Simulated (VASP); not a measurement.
# CuI (F-43m) in VASP: notebook

The runs below take CuI through relaxation of cell and atoms, with BLYP, RPBE+D4, revPBE+D3(BJ).

Everything below comes from runs of VASP 6.6.1. Logs are shortened: lines on timing, memory, paths and dates and some standing lists are left out, and cuts for length are marked.

## Step 1: The cell of the first run

The structure is cubic, space group F-43m (No. 216). Conventional cell: a = 6.063 Å, b = 6.063 Å, c = 6.063 Å, α = 90.00°, β = 90.00°, γ = 90.00°. I (site symmetry -43m) has 4 Cu at 2.63 Å within 3.5 Å. Cu (site symmetry -43m) has 4 I at 2.63 Å within 3.5 Å.

## Step 2: Relaxation of cell and atoms, BLYP

Contents of INCAR:

```
PREC = Accurate
ENCUT = 600
EDIFF = 1E-6
ISMEAR = -1
SIGMA = 0.05
LREAL = False
LASPH = True
NELM = 100
ALGO = Normal
ISIF = 3
LWAVE = False
LCHARG = False
GGA = B5
ALDAX = 1.0
AGGAX = 1.0
AGGAC = 1.0
ALDAC = 0.0
IBRION = 2
NSW = 60
EDIFFG = -0.01
```

Contents of KPOINTS:

```
regular mesh
0
Gamma
  8 8 8
```

Contents of POSCAR:

```
CuI
1.0
    0.0000000000      3.0315000000      3.0315000000
    3.0315000000      0.0000000000      3.0315000000
    3.0315000000      3.0315000000      0.0000000000
I Cu
1 1
Direct
    0.0000000000      0.0000000000      0.0000000000
    0.7500000000      0.7500000000      0.7500000000
```

Potentials or basis: VASP PAW PBE potentials, release 64 (I, Cu).

Command:

```
$ cat potpaw_PBE.64/I/POTCAR potpaw_PBE.64/Cu/POTCAR > POTCAR
$ mpirun -np 1 vasp_std > vasp.out
```

OUTCAR:

```text
PREC = Accurate
   ENCUT = 600
   EDIFF = 1E-6
   ISMEAR = -1
   LREAL = False
   LASPH = True
   NELM = 100
   ISIF = 3
   GGA = B5
   IBRION = 2
   NSW = 60
   EDIFFG = -0.01

 ion  position               nearest neighbor table
   1  0.000  0.000  0.000-   2 2.63   2 2.63   2 2.63   2 2.63
   2  0.750  0.750  0.750-   1 2.63   1 2.63   1 2.63   1 2.63

  LATTYP: Found a face centered cubic cell.
 ALAT       =     6.0630000000

  Lattice vectors:

 A1 = (   0.0000000000,   3.0315000000,   3.0315000000)
 A2 = (   3.0315000000,   0.0000000000,   3.0315000000)
 A3 = (   3.0315000000,   3.0315000000,   0.0000000000)

Analysis of symmetry for initial positions (statically):
=====================================================================
 Subroutine PRICEL returns:
 Original cell was already a primitive cell.

 Routine SETGRP: Setting up the symmetry group for a
 face centered cubic supercell.

 Subroutine GETGRP returns: Found 24 space group operations
 (whereof 24 operations were pure point group operations)
 out of a pool of 48 trial point group operations.

The static configuration has the point symmetry T_d .

Analysis of symmetry for dynamics (positions and initial velocities):
=====================================================================
 Subroutine PRICEL returns:
 Original cell was already a primitive cell.

 Routine SETGRP: Setting up the symmetry group for a
 face centered cubic supercell.

 Subroutine GETGRP returns: Found 24 space group operations
 (whereof 24 operations were pure point group operations)
 out of a pool of 48 trial point group operations.

The dynamic configuration has the point symmetry T_d .

 Subroutine INISYM returns: Found 24 space group operations
 (whereof 24 operations are pure point group operations),
 and found     1 'primitive' translations

----------------------------------------------------------------------------------------

                                     Primitive cell

  volume of cell :      55.7189

  direct lattice vectors                    reciprocal lattice vectors
     0.000000000  3.031500000  3.031500000    -0.164934851  0.164934851  0.164934851
     3.031500000  0.000000000  3.031500000     0.164934851 -0.164934851  0.164934851
     3.031500000  3.031500000  0.000000000     0.164934851  0.164934851 -0.164934851

  length of vectors
     4.287188414  4.287188414  4.287188414     0.285675541  0.285675541  0.285675541

  position of ions in fractional coordinates (direct lattice)
     0.000000000  0.000000000  0.000000000
     0.750000000  0.750000000  0.750000000

  ion indices of the primitive-cell ions
   primitive index   ion index
                 1           1
                 2           2

----------------------------------------------------------------------------------------

 KPOINTS: regular mesh

Automatic generation of k-mesh.
 Grid dimensions read from file:
 generate k-points for:    8    8    8

 Generating k-lattice:

  Cartesian coordinates                     Fractional coordinates (reciprocal lattice)
    -0.020616856  0.020616856  0.020616856     0.125000000  0.000000000  0.000000000
     0.020616856 -0.020616856  0.020616856     0.000000000  0.125000000  0.000000000
     0.020616856  0.020616856 -0.020616856     0.000000000  0.000000000  0.125000000

  Length of vectors
     0.035709443  0.035709443  0.035709443

  Shift w.r.t. Gamma in fractional coordinates (k-lattice)
     0.000000000  0.000000000  0.000000000

 Subroutine IBZKPT returns following result:
 ===========================================

 Found     29 irreducible k-points:

 Following reciprocal coordinates:
            Coordinates               Weight
  0.000000  0.000000  0.000000      1.000000
  0.125000  0.000000  0.000000      8.000000
  0.250000  0.000000  0.000000      8.000000
  0.375000  0.000000  0.000000      8.000000
  0.500000  0.000000  0.000000      4.000000
  0.125000  0.125000  0.000000      6.000000
[... 16 lines left out ...]
  0.500000  0.250000  0.125000     48.000000
 -0.375000  0.250000  0.125000     24.000000
 [... further k-points ...]
   k-points           NKPTS =     29   k-points in BZ     NKDIM =     29   number of bands    NBANDS=     13
   number of dos      NEDOS =    301   number of ions     NIONS =      2
   total plane-waves  NPLWV =  46656
   dimension x,y,z NGX =    36 NGY =   36 NGZ =   36
   dimension x,y,z NGXF=    72 NGYF=   72 NGZF=   72
   ions per type =               1   1
   NGX,Y,Z   is equivalent  to a cutoff of  13.96, 13.96, 13.96 a.u.
   NGXF,Y,Z  is equivalent  to a cutoff of  27.92, 27.92, 27.92 a.u.
 SYSTEM =  unknown system
   PREC   = accura    normal or accurate (medium, high low for compatibility)
   ISTART =      0    job   : 0-new  1-cont  2-samecut
   ICHARG =      2    charge: 1-file 2-atom 10-const
   ISPIN  =      1    spin polarized calculation?
   LNONCOLLINEAR =      F non collinear calculations
   LSORBIT =      F    spin-orbit coupling
   LASPH  =      T    aspherical Exc in radial PAW
   ENCUT  =  600.0 eV  44.10 Ry    6.64 a.u.   8.56  8.56  8.56*2*pi/ulx,y,z
   NELM   =    100;   NELMIN=  2; NELMDL= -5     # of ELM steps
   EDIFF  = 0.1E-05   stopping-criterion for ELM
   LREAL  =      F    real-space projection
   EDIFFG = -.1E-01   stopping-criterion for IOM
   NSW    =     60    number of steps for IOM
   IBRION =      2    ionic relax: 0-MD 1-quasi-New 2-CG
   NFREE  =      1    steps in history (QN), initial steepest desc. (CG)
   ISIF   =      3    stress and relaxation
   ISYM   =      2    0-nonsym 1-usesym 2-fastsym
   POTIM  = 0.5000    time-step for ionic-motion
   TEBEG  =    0.0;   TEEND  =   0.0 temperature during run
   PSTRESS=    0.0 pullay stress
   NELECT =      18.0000    total number of electrons
   NUPDOWN=      -1.0000    fix difference up-down
   EMIN   =  10.00;   EMAX   =-10.00  energy-range for DOS
   EFERMI =   0.00;   METHOD = LEGACY
   ISMEAR =    -1;   SIGMA  =   0.05  broadening in eV -4-tet -1-fermi 0-gaus
   EFERMI_NEDOS =   21; number of points for ismear=-14 and -15
   IALGO  =     38    algorithm
   IMIX   =      4    mixing-type and parameters
     AMIX     =   0.40;   BMIX     =  1.00
     AMIX_MAG =   1.60;   BMIX_MAG =  1.00
  volume/ion in A,a.u.               =      27.86       188.00
  Fermi-wavevector in a.u.,A,eV,Ry     =   1.123306  2.122741 17.168055  1.261816
  Thomas-Fermi vector in A             =   2.259971
   LORBIT       =      0    0 simple, 1 ext, 2 COOP (PROOUT), +10 PAW based schemes
   GGA     = B5    functional components
   LHFCALC =     F    Hartree Fock is set to
   AEXX    =    0.0000 exact exchange contribution
   IVDW    =     0    specifies the selected vdW correction
   LEPSILON=     F    determine dielectric tensor
   LRPA    =     F    only Hartree local field effects (RPA)
 conjugate gradient relaxation of ions
 non-spin polarized calculation
  energy-cutoff  :      600.00
  volume of cell :       55.72
 maximum number of plane-waves:      1880
 NGX is ok and might be reduce to    36
   NGX = 17   NGY = 17   NGZ = 17

--------------------------------------- Ionic step        1  -------------------------------------------

 number of electron      18.0000006 magnetization

 Free energy of the ion-electron system (eV)
  ---------------------------------------------------
  ext. energy  EPLUGINS =         0.00000000
  ---------------------------------------------------
  free energy    TOTEN  =        -4.59594787 eV

  energy without entropy =       -4.59594781  energy(sigma->0) =       -4.59594784

------------------------ aborting loop because EDIFF is reached ----------------------------------------

  FORCE on cell =-STRESS in cart. coord.  units (eV):
  Direction    XX          YY          ZZ          XY          YZ          ZX
  --------------------------------------------------------------------------------------
  -------------------------------------------------------------------------------------
  Total        1.2613763      1.2613763      1.2613763      0.0000000      0.0000000     -0.0000000
  in kB       36.2704155     36.2704155     36.2704155      0.0000000      0.0000000     -0.0000000
  external PRESSURE =      36.2704155 kB  Pullay stress =       0.0000000 kB

 VOLUME and BASIS-vectors are now :
 -----------------------------------------------------------------------------
  energy-cutoff  :      600.00
  volume of cell :       55.72
      direct lattice vectors                 reciprocal lattice vectors
     0.000000000  3.031500000  3.031500000    -0.164934851  0.164934851  0.164934851
     3.031500000  0.000000000  3.031500000     0.164934851 -0.164934851  0.164934851
     3.031500000  3.031500000  0.000000000     0.164934851  0.164934851 -0.164934851
[... 73 lines left out ...]
 POSITION                                       TOTAL-FORCE (eV/Angst)
 -----------------------------------------------------------------------------------
      0.00000      0.00000      0.00000        -0.000000      0.000000     -0.000000
      4.69937      4.69937      4.69937         0.000000     -0.000000      0.000000
 -----------------------------------------------------------------------------------
    total drift:                                0.000001      0.000001      0.000001

  FREE ENERGIE OF THE ION-ELECTRON SYSTEM (eV)
  ---------------------------------------------------
  free  energy   TOTEN  =        -4.6535685971 eV

  energy  without entropy=       -4.6535678967  energy(sigma->0) =       -4.65356825

--------------------------------------- Ionic step        4  -------------------------------------------

 number of electron      17.9999987 magnetization

 Free energy of the ion-electron system (eV)
  ---------------------------------------------------
  ext. energy  EPLUGINS =         0.00000000
  ---------------------------------------------------
  free energy    TOTEN  =        -4.65362732 eV

  energy without entropy =       -4.65362666  energy(sigma->0) =       -4.65362699

 E-fermi :   4.3151     XC(G=0):  -8.0167

 val. band max:        3.7799430708   @ k =   0.0000   0.0000   0.0000
 cond. band min:       4.7560600585   @ k =   0.0000   0.0000   0.0000
 fundamental gap:      0.9761169877
 Fermi energy:         4.3150979733

 k-point     1 :       0.0000    0.0000    0.0000
  band No.  band energies     occupation
      1      -9.7048      2.00000
      2       0.5795      2.00000
      3       0.5795      2.00000
      4       0.5795      2.00000
      5       2.2613      2.00000
      6       2.2613      2.00000
      7       3.7799      1.99996
      8       3.7799      1.99996
      9       3.7799      1.99996
     10       4.7561      0.00030
     11       8.8509      0.00000
     12       8.8509      0.00000
     13       8.8509      0.00000

 k-point     2 :       0.1250    0.0000    0.0000
  band No.  band energies     occupation
      1      -9.6484      2.00000
      2       0.3042      2.00000
      3       0.5832      2.00000
      4       0.5832      2.00000
      5       2.2568      2.00000
      6       2.2568      2.00000
      7       3.2578      2.00000
      8       3.6888      1.99999
      9       3.6888      1.99999
     10       5.4075      0.00000
     11       8.7153      0.00000
[... 339 lines left out ...]
 k-point    24 :      -0.3750    0.2500    0.1250
  band No.  band energies     occupation
      1      -9.2143      2.00000
      2      -0.9372      2.00000
      3       0.1045      2.00000
      4       0.5469      2.00000
      5       2.2120      2.00000
      6       2.2726      2.00000
      7       2.3682      2.00000
      8       2.7228      2.00000
      9       2.9737      2.00000
     10       7.0835      0.00000
     11       8.7064      0.00000
     12       9.9384      0.00000
     13      11.0858      0.00000

 [... further k-points ...]

------------------------ aborting loop because EDIFF is reached ----------------------------------------

  FORCE on cell =-STRESS in cart. coord.  units (eV):
  Direction    XX          YY          ZZ          XY          YZ          ZX
  --------------------------------------------------------------------------------------
  -------------------------------------------------------------------------------------
  Total       -0.0029151     -0.0029151     -0.0029151      0.0000000      0.0000000      0.0000000
  in kB       -0.0761579     -0.0761579     -0.0761579      0.0000000      0.0000000      0.0000000
  external PRESSURE =      -0.0761579 kB  Pullay stress =       0.0000000 kB

 VOLUME and BASIS-vectors are now :
 -----------------------------------------------------------------------------
  energy-cutoff  :      600.00
  volume of cell :       61.33
      direct lattice vectors                 reciprocal lattice vectors
     0.000000000  3.129984906  3.129984906    -0.159745179  0.159745179  0.159745179
     3.129984906  0.000000000  3.129984906     0.159745179 -0.159745179  0.159745179
     3.129984906  3.129984906 -0.000000000     0.159745179  0.159745179 -0.159745179

 POSITION                                       TOTAL-FORCE (eV/Angst)
 -----------------------------------------------------------------------------------
      0.00000      0.00000      0.00000         0.000000      0.000000      0.000000
      4.69498      4.69498      4.69498        -0.000000     -0.000000     -0.000000
 -----------------------------------------------------------------------------------
    total drift:                                0.000001      0.000001      0.000001

  FREE ENERGIE OF THE ION-ELECTRON SYSTEM (eV)
  ---------------------------------------------------
  free  energy   TOTEN  =        -4.6536273193 eV

  energy  without entropy=       -4.6536266629  energy(sigma->0) =       -4.65362699

 reached required accuracy - stopping structural energy minimisation
```

It took 4.7 min on 1 thread of AMD EPYC 7R13, shared host; peak memory 0.19 GiB.

What came out:

```
Free energy                           : -4.6536 eV
Relaxed volume                        : 30.66 Å³/atom
Relaxed cell                          : a = 4.426 Å, b = 4.426 Å, c = 4.426 Å, α = 60.00°, β = 60.00°, γ = 60.00°
Space group after relaxing (to 0.1 Å) : F-43m (No. 216)
Energy gained by relaxing             : 28.8 meV/atom
Ionic steps                           : 4
Pressure after relaxing               : 0.0 GPa
Band gap on the k mesh                : 0.98 eV
```

Step by step:
```
step  energy change (eV)  largest force (eV/Å)  pressure (GPa)  volume (Å³)
   1              0.0000                0.0000            3.63        55.72
   2             -0.0575                0.0000            0.23        60.96
   3             -0.0576                0.0000           -0.11        61.50
   4             -0.0577                0.0000           -0.01        61.33
```

Final structure:
```
I Cu
1.0
     0.00000    3.12998    3.12998
     3.12998    0.00000    3.12998
     3.12998    3.12998    0.00000
I Cu
1 1
Direct
  0.00000 0.00000 0.00000
  0.75000 0.75000 0.75000
```

Caveat: the PAW data sets were made with another functional, which shifts forces and pressure a little; spin-orbit coupling is left out, which moves the levels of the heavy elements. Zero-point motion and thermal expansion aren't in these numbers.

## Step 3: Relaxation of cell and atoms, RPBE+D4

Contents of INCAR:

```
SYSTEM = CuI
  ALGO = Normal
  EDIFF = 1E-6
  EDIFFG = -0.01
  ENCUT = 600
  GGA = RP
  IBRION = 2
  ISIF = 3
  ISMEAR = -1
  IVDW = 13
  LASPH = .TRUE.
  LCHARG = .FALSE.
  LREAL = .FALSE.
  LWAVE = .FALSE.
  NELM = 100
  NSW = 60
  PREC = Accurate
  SIGMA = 0.05
```

Contents of KPOINTS:

```
k-points
0
G
  8 8 8
  0 0 0
```

POSCAR is that of step 2.

Potentials or basis: VASP PAW PBE potentials, release 64 (I, Cu).

Command:

```
$ cat potpaw_PBE.64/I/POTCAR potpaw_PBE.64/Cu/POTCAR > POTCAR
$ mpirun -np 1 vasp_std > vasp.out
```

Wall time 2.3 min (1 thread of AMD EPYC 7R13, shared host); peak memory 0.19 GiB.

The run converged. Its results:

```
Free energy                           : -6.1905 eV
Relaxed volume                        : 26.40 Å³/atom
Relaxed cell                          : a = 4.211 Å, b = 4.211 Å, c = 4.211 Å, α = 60.00°, β = 60.00°, γ = 60.00°
Space group after relaxing (to 0.1 Å) : F-43m (No. 216)
Energy gained by relaxing             : 10.6 meV/atom
Ionic steps                           : 3
Pressure after relaxing               : 0.0 GPa
Band gap on the k mesh                : 1.42 eV
Dispersion energy per atom            : -0.710 eV
```

Step by step:
```tsv
step	energy change (eV)	largest force (eV/Å)	pressure (GPa)	volume (Å³)
1	0.0000	0.0000	-2.24	55.72
2	-0.0211	0.0000	0.15	52.63
3	-0.0212	0.0000	-0.03	52.81
```

Final structure:
```cif
data_structure
_symmetry_space_group_name_H-M 'P 1'
_symmetry_Int_Tables_number 1
_cell_length_a 4.2111
_cell_length_b 4.2111
_cell_length_c 4.2111
_cell_angle_alpha 60.000
_cell_angle_beta 60.000
_cell_angle_gamma 60.000
_cell_volume 52.81
loop_
_atom_site_label
_atom_site_type_symbol
_atom_site_fract_x
_atom_site_fract_y
_atom_site_fract_z
_atom_site_occupancy
I1 I 0.00000 0.00000 0.00000 1
Cu1 Cu 0.75000 0.75000 0.75000 1
```

Levels at points of the mesh, in eV from the valence-band top:
| k point | band 5 | band 6 | band 7 | band 8 | band 9 | band 10 | band 11 | band 12 | band 13 |
| --- | --- | --- | --- | --- | --- | --- | --- | --- | --- |
| (0.00, 0.00, 0.00) | -2.05 | -2.05 | 0.00 | 0.00 | 0.00 | 1.42 | 4.83 | 4.83 | 4.83 |
| (0.50, 0.00, 0.00) | -2.02 | -2.02 | -1.97 | -0.79 | -0.79 | 2.29 | 5.40 | 5.40 | 7.66 |
| (0.50, 0.50, 0.00) | -2.08 | -1.98 | -1.96 | -1.67 | -1.67 | 2.71 | 2.94 | 9.71 | 10.07 |

Caveat: the PAW data sets were made with another functional, which shifts forces and pressure a little; spin-orbit coupling is left out, which moves the levels of the heavy elements.

## Step 4: Relaxation of cell and atoms, revPBE+D3(BJ)

Contents of INCAR:

```
PREC = Accurate
ENCUT = 600
EDIFF = 1E-6
ISMEAR = -1
SIGMA = 0.05
LREAL = F
LASPH = T
NELM = 60
ALGO = Normal
ISIF = 3
LWAVE = F
LCHARG = F
GGA = RE
IVDW = 12
IBRION = 2
NSW = 60
EDIFFG = -0.01
```

Contents of KPOINTS:

```
regular mesh
0
Gamma
  8 8 8
```

POSCAR is that of step 3.

Command:

```
$ cat potpaw_PBE.64/I/POTCAR potpaw_PBE.64/Cu/POTCAR > POTCAR
$ mpirun -np 1 vasp_std > vasp.out
```

It took 2.2 min on 1 thread of AMD EPYC 7R13, shared host; peak memory 0.2 GiB.

The run converged. Its results:

* Free energy: -6.2772 eV
* Relaxed volume: 26.18 Å³/atom
* Relaxed cell: a = 4.199 Å, b = 4.199 Å, c = 4.199 Å, α = 60.00°, β = 60.00°, γ = 60.00°
* Space group after relaxing (to 0.1 Å): F-43m (No. 216)
* Energy gained by relaxing: 14.3 meV/atom
* Ionic steps: 3
* Pressure after relaxing: 0.0 GPa
* Band gap on the k mesh: 1.41 eV
* Dispersion energy per atom: -0.705 eV

Step by step:
| step | energy change (eV) | largest force (eV/Å) | pressure (GPa) | volume (Å³) |
| --- | --- | --- | --- | --- |
| 1 | 0.0000 | 0.0000 | -2.58 | 55.72 |
| 2 | -0.0286 | 0.0000 | 0.18 | 52.18 |
| 3 | -0.0287 | 0.0000 | -0.01 | 52.37 |

Final structure:
```
I Cu
1.0
     0.00000    2.96949    2.96949
     2.96949    0.00000    2.96949
     2.96949    2.96949    0.00000
I Cu
1 1
Cartesian
  0.0000 0.0000 0.0000
  4.4542 4.4542 4.4542
```

Levels at points of the mesh, in eV from the valence-band top:
| k point | band 5 | band 6 | band 7 | band 8 | band 9 | band 10 | band 11 | band 12 | band 13 |
| --- | --- | --- | --- | --- | --- | --- | --- | --- | --- |
| (0.00, 0.00, 0.00) | -2.10 | -2.10 | 0.00 | 0.00 | 0.00 | 1.41 | 4.82 | 4.82 | 4.82 |
| (0.50, 0.00, 0.00) | -2.07 | -2.07 | -2.02 | -0.81 | -0.81 | 2.27 | 5.38 | 5.38 | 7.62 |
| (0.50, 0.50, 0.00) | -2.13 | -2.03 | -2.00 | -1.71 | -1.71 | 2.66 | 2.92 | 9.74 | 10.11 |

Caveat: the PAW data sets were made with another functional, which shifts forces and pressure a little; spin-orbit coupling is left out, which moves the levels of the heavy elements.

## Step 5: Overview

| level | gap on the mesh (eV) | pressure (GPa) | relaxed volume (Å³/atom) |
| --- | --- | --- | --- |
| BLYP | 0.98 | 0.0 | 30.66 |
| RPBE+D4 | 1.42 | 0.0 | 26.40 |
| revPBE+D3(BJ) | 1.41 | 0.0 | 26.18 |

Alike in all rows: task relaxation of cell and atoms; potentials or basis VASP PAW PBE potentials, release 64 (I, Cu); no spin polarisation; cell relaxed; k mesh 8 × 8 × 8; cutoff (eV) 600; smearing fermi-dirac 0.05 eV.

Caveats: the PAW data sets were made with another functional, which shifts forces and pressure a little; spin-orbit coupling is left out, which moves the levels of the heavy elements.

Total energies depend on the potentials used, so only differences within one code and one set of settings carry meaning.
